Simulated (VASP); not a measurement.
Set up this calculation in VASP 6.6.1, as the native input.

```
Task                   : single point
Functional             : PBE
Potentials or basis    : VASP PAW PBE potentials, release 64 (In_d, H)
Cutoff                 : 520 eV
k mesh                 : 6 × 6 × 6
Occupations            : gaussian, width 0.1 eV
Spin                   : no spin polarisation
Dipole correction      : no
Further INCAR settings : ALGO = Normal; EDIFF = 1e-06; NBANDS = 14
```

The structure of InH lies in POSCAR:

```
InH
1.0
    0.0000000000      2.6729815000      2.6729815000
    2.6729815000      0.0000000000      2.6729815000
    2.6729815000      2.6729815000      0.0000000000
In H
1 1
Direct
    0.0000000000      0.0000000000      0.0000000000
    0.2500000000      0.2500000000      0.2500000000
```

The cell was built from a structure type or drawn by symmetry, and may not be a known phase.

One way to write it, as run:

INCAR

```
SYSTEM = InH
ALGO = Normal ; EDIFF = 1E-6
ENCUT = 520 ; GGA = PE
ISIF = 2 ; ISMEAR = 0
LASPH = .TRUE. ; LCHARG = .FALSE.
LREAL = .FALSE. ; LWAVE = .FALSE.
NBANDS = 14 ; NELM = 60
PREC = Accurate ; SIGMA = 0.1
```

KPOINTS

```
k-points
0
G
  6 6 6
  0 0 0
```

Potentials or basis: VASP PAW PBE potentials, release 64 (In_d, H).

The run is started by

```sh
$ cat potpaw_PBE.64/In_d/POTCAR potpaw_PBE.64/H/POTCAR > POTCAR
$ mpirun -np 1 vasp_std > vasp.out
```

Results of the run:

```yaml
Pressure: -1.0 GPa
Band_gap_on_the_k_mesh: zero (bands 7 and 8 overlap by 3.00 eV)
```

Caveat: spin-orbit coupling is left out, which moves the levels of the heavy elements.

Wall time 9.7 s on 1 thread of Intel(R) Xeon(R) 6975P-C (Granite Rapids), with other jobs on the host, peak memory 0.15 GiB.
